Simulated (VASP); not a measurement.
A run of VASP 6.6.1:

INCAR

```
SYSTEM = GaSb
PREC     = Accurate       ! precision mode
ENCUT    = 520            ! plane-wave cutoff, eV
EDIFF    = 1E-6           ! SCF threshold, eV
ISMEAR   = -1             ! smearing method
SIGMA    = 0.05           ! smearing width, eV
LREAL    = .FALSE.        ! projectors in reciprocal space
LASPH    = .TRUE.         ! aspherical terms in the spheres
NELM     = 100            ! most SCF steps
ALGO     = Normal         ! electronic algorithm
ISIF     = 2              ! what is computed and relaxed
LWAVE    = .FALSE.        ! write WAVECAR
LCHARG   = .TRUE.         ! write CHGCAR
GGA      = PS             ! functional
LELF     = .TRUE.         ! ELF
LVHAR    = .TRUE.       
NBANDS   = 16             ! bands
```

KPOINTS

```
regular mesh
0
G
  10 10 10
  0 0 0
```

POSCAR

```
GaSb
1.0
   -1.5454583968      2.6570494188      2.8738942068
    1.5454583968     -2.6570494188      2.8738942068
    1.5454583968      2.6570494188     -2.8738942068
Sb Ga
1 1
Direct
    0.5000000000      0.5000000000      0.0000000000
    0.0000000000      0.0000000000      0.0000000000
```

Potentials or basis: VASP PAW PBE potentials, release 64 (Sb, Ga_d).

The run is started by

```sh
$ cat potpaw_PBE.64/Sb/POTCAR potpaw_PBE.64/Ga_d/POTCAR > POTCAR
$ mpirun -np 1 vasp_std > vasp.out
```

Hardware: 1 thread of Intel(R) Xeon(R) Platinum 8488C (Sapphire Rapids) (shared host).

Task: How long does it take, and how much memory?

Result: It took 62 s on 1 thread of Intel(R) Xeon(R) Platinum 8488C (Sapphire Rapids), on a shared host, peak memory 0.27 GiB. Counts: scf iterations 10, k points 171.
